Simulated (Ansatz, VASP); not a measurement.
## One calculation of Ti, two programs

```xyz
1
Lattice="0.0000 2.0095 2.0095 2.0095 0.0000 2.0095 2.0095 2.0095 0.0000" Properties=species:S:1:pos:R:3 pbc="T T T"
Ti    0.0000    0.0000    0.0000
```

Change from the starting cell: volume scaled by 0.97, PAW files.

Alike in both runs: task electric field gradients; functional PBE; k mesh 15 × 15 × 15; occupations fermi-dirac, width 0.05 eV; no spin polarisation.

|  | VASP | Ansatz |
| --- | --- | --- |
| version | VASP 6.6.1 | Ansatz 0.2.0 |
| potentials or method | VASP PAW PBE potentials, release 64 (Ti_sv) | PAW with Ansatz's default frozen-core files, scalar-relativistic |
| plane-wave cutoff (eV) | 520 | 420 |
| valence electrons in the cell | 12 | 12 |

Ansatz gave:

| Quantity | Value |
| --- | --- |
| pressure (GPa) | 8.4 |

Question: Which values does VASP return?

Answer: Pressure (GPa): 8.0.
